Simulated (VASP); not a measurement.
Wanted: the native input for a VASP 6.6.1 run.

| Quantity | Value |
| --- | --- |
| Task | single point |
| Functional | LDA |
| Potentials or basis | VASP PAW LDA potentials, release 64 (Al, N) |
| Cutoff | 520 eV |
| k mesh | 8 × 8 × 3 |
| Occupations | gaussian, width 0.05 eV |
| Spin | no spin polarisation |
| Dipole correction | no |
| Further INCAR settings | ALGO = Normal; EDIFF = 1e-06; NBANDS = 26 |

The structure of AlN lies in POSCAR:

```
AlN
1.0
   -3.0886152975      0.0000000000      0.0000000000
   -1.5443076488     -2.6748193102      0.0000000000
   -0.5147692163     -0.8916064367     10.5871685333
Al N
4 4
Direct
    0.3333333333      0.0517645705      0.8447062886
    0.3333333333      0.2074116084      0.3777651748
    0.6666666667      0.6185684607      0.1442946180
    0.6666666667      0.4629214228      0.6112357317
    0.3333333333      0.3036080204      0.0891759389
    0.3333333333      0.1479609824      0.5561170527
    0.6666666667      0.5591178347      0.3226464958
    0.6666666667      0.4034707968      0.7895876096
```

This cell differs from its parent crystal: the part above a cut slid along it.

These files were run (other wordings do the same):

INCAR

```
ALGO = Normal ; EDIFF = 1E-6
ENCUT = 520 ; GGA = CA
ISIF = 2 ; ISMEAR = 0
LASPH = True ; LCHARG = False
LREAL = False ; LWAVE = False
NBANDS = 26 ; NELM = 60
PREC = Accurate ; SIGMA = 0.05
```

KPOINTS

```
k-points
0
Gamma
  8 8 3
```

Potentials or basis: VASP PAW LDA potentials, release 64 (Al, N).

The run is started by

```sh
$ cat potpaw_LDA.64/Al/POTCAR potpaw_LDA.64/N/POTCAR > POTCAR
$ mpirun -np 1 vasp_std > vasp.out
```

It gave:

```yaml
Pressure: -4.1 GPa
Largest_force: 1.462 eV/Å
Band_gap_on_the_k_mesh: 1.91 eV
```

Caveat: the cell differs from its parent crystal (the part above a cut slid along it); the stress differs along the axes, from -8 to -1 GPa; forces of over 1 eV/Å act on the atoms, so gaps and moduli don't describe the material at rest.

Run time: 4.5 min on 1 thread of Intel Xeon 8259CL, on a shared host, peak memory 0.28 GiB.
